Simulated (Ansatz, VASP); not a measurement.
**Zn: VASP beside Ansatz**

```xyz
1
Lattice="0.0000 1.9157 1.8665 1.9157 0.0000 1.8665 1.9157 1.9157 0.0000" Properties=species:S:1:pos:R:3 pbc="T T T"
Zn    0.0000    0.0000    0.0000
```

Change from the starting cell: strain -0.025 along x and y, -0.050 along z, atoms carried along.

Alike in both runs: task single point; functional PBE; k mesh 20 × 20 × 20; occupations gaussian, width 0.15 eV; no spin polarisation.

```csv
,VASP,Ansatz
version,VASP 6.6.1,Ansatz 0.2.0
potentials or method,"VASP PAW PBE potentials, release 64 (Zn), cutoff 520 eV","scalar-relativistic, plane waves, PAW"
valence electrons in the cell,12,12
```

Ansatz gave:

| Item | Value |
| --- | --- |
| gap on the k mesh at the Fermi level (eV) | none |
| pressure (GPa) | 9.3 |
| traceless stress, the component that is largest in VASP (GPa) | 1.69 |

Estimate VASP's values.

gap on the k mesh at the Fermi level (eV): none; pressure (GPa): 9.7; traceless stress, the component that is largest in VASP (GPa): 1.70.

A gap of «none» marks a metal or a gap that the smearing closes. With one functional, cell and mesh, what is left measures potentials, basis and numerics.
